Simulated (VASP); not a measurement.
BP: single point with PBE

The system is BP.

```
B P
1.0
     0.00000    2.50760    2.22265
     2.22265    0.00000    2.22265
     2.22265    2.50760    0.00000
B P
1 1
Direct
  0.00000 0.00000 0.00000
  0.75000 0.75000 0.75000
```

```json
{"Program": "VASP 6.6.1", "Task": "single point", "Functional": "PBE", "Potentials or basis": "VASP PAW PBE potentials, release 64 (B, P)", "Cutoff": "520 eV", "k mesh": "12 × 12 × 12", "Occupations": "gaussian, width 0.05 eV", "Spin": "no spin polarisation", "Dipole correction": "no", "Further INCAR settings": "ALGO = Normal; EDIFF = 1e-06; NBANDS = 11"}
```

```yaml
Pressure: -7.8 GPa
Band_gap_on_the_k_mesh: 0.43 eV (least direct gap 2.74 eV)
```

Stress tensor (GPa, compression positive):
```
  3.97   0.00   0.00
  0.00 -31.30   0.00
  0.00   0.00   3.97
```

Levels at points of the mesh, in eV from the valence-band top:
| k point | band 2 | band 3 | band 4 | band 5 | band 6 | band 7 |
| --- | --- | --- | --- | --- | --- | --- |
| (0.00, 0.00, 0.00) | -1.31 | 0.00 | 0.00 | 2.74 | 2.74 | 3.38 |
| (0.50, 0.00, 0.00) | -9.05 | -2.90 | -1.32 | 1.98 | 4.77 | 4.78 |
| (0.50, 0.50, 0.00) | -8.38 | -4.79 | -4.55 | 0.63 | 0.77 | 9.63 |
| (0.50, 0.00, 0.50) | -9.36 | -3.51 | -3.51 | 1.88 | 2.39 | 11.02 |

It took 48 s on 1 thread of Intel Xeon 8259CL (shared host), peak memory 0.18 GiB.

Caveat: the cell stands under tension. A k mesh can miss the band edges.
